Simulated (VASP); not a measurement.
A run of VASP 6.6.1 is set up as follows.

File POSCAR:

```
TaN
1.0
    0.0000000000      2.2404226923      2.2404226923
    2.2404226923      0.0000000000      2.2404226923
    2.2404226923      2.2404226923      0.0000000000
Ta N
1 1
Direct
    0.5000000000      0.5000000000      0.5000000000
    0.0000000000      0.0000000000      0.0000000000
```

INCAR.step1

```
PREC = Accurate ; ENCUT = 660
ISMEAR = -1 ; SIGMA = 0.05
LREAL = F ; LASPH = T
NELM = 120 ; NBANDS = 16
GGA = PE ; ALGO = Normal
EDIFF = 1E-5 ; LWAVE = T
LCHARG = F ; GGA_COMPAT = F
```

Contents of INCAR.step2:

```
PREC = Accurate ; ENCUT = 660
EDIFF = 1E-6 ; ISMEAR = -1
SIGMA = 0.05 ; LREAL = F
LASPH = T ; NELM = 120
ALGO = Normal ; ISIF = 2
LWAVE = F ; LCHARG = F
METAGGA = R2SCAN ; LMIXTAU = T
NBANDS = 16 ; ISTART = 1
GGA_COMPAT = F
```

KPOINTS

```
regular mesh
0
Gamma
  10 10 10
```

Potentials or basis: VASP PAW PBE potentials, release 64 (Ta_sv_GW, N).

Launch:

```sh
$ cat potpaw_PBE.64/Ta_sv_GW/POTCAR potpaw_PBE.64/N/POTCAR > POTCAR
$ cp INCAR.step1 INCAR
$ mpirun -np 1 vasp_std > vasp.out
$ cp INCAR.step2 INCAR
$ mpirun -np 1 vasp_std > vasp.out
```

Question: What does it give for the band gap on the k mesh?

Answer: Zero (band 9 reaches 14.76 eV, above the bottom of band 10 at 11.00 eV).

Question: What does it give for the pressure?

Answer: -17.9 GPa.

Caveat: the PAW data sets were made with another functional, which shifts forces and pressure a little; spin-orbit coupling is left out, which moves the levels of the heavy elements.
